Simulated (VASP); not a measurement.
# AlCu: single point with PBEsol

AlCu:

```
Al Cu
1.0
     2.97739    0.00000    0.00000
     0.00000    2.97739    0.00000
     0.00000    0.00000    2.97739
Al Cu
1 1
Direct
  0.00000 0.00000 0.00000
  0.50000 0.50000 0.50000
```

- Program: VASP 6.6.1
- Task: single point
- Functional: PBEsol
- Potentials or basis: VASP PAW PBE potentials, release 64 (Al, Cu)
- Cutoff: 600 eV
- k mesh: 8 × 8 × 8
- Occupations: gaussian, width 0.1 eV
- Spin: no spin polarisation
- Dipole correction: no
- Further INCAR settings: ALGO = Normal; EDIFF = 1e-06; NBANDS = 14

The pressure is -1.8 GPa and the band gap on the k mesh is zero (band 7 reaches 13.09 eV, above the bottom of band 8 at 8.36 eV).

Levels at points of the mesh, in eV from the Fermi level:
| k point | band 4 | band 5 | band 6 | band 7 | band 8 | band 9 | band 10 | band 11 |
| --- | --- | --- | --- | --- | --- | --- | --- | --- |
| (0.00, 0.00, 0.00) | -3.85 | -3.85 | -3.85 | 3.99 | 3.99 | 3.99 | 6.46 | 6.46 |
| (0.50, 0.00, 0.00) | -4.29 | -4.29 | -3.79 | -3.08 | 7.33 | 8.22 | 8.22 | 8.76 |
| (0.50, 0.50, 0.00) | -4.18 | -3.68 | -3.68 | -3.46 | -0.75 | 0.03 | 10.41 | 13.06 |
| (0.50, 0.50, 0.50) | -3.44 | -3.44 | 0.81 | 0.81 | 0.81 | 2.08 | 2.34 | 2.34 |

It took 8.4 s on 1 thread of Intel(R) Xeon(R) Platinum 8259CL CPU @ 2.50GHz (Skylake/Cascade Lake) (shared host), peak memory 0.14 GiB.

Caveat: the PAW data sets were made with another functional, which shifts forces and pressure a little.
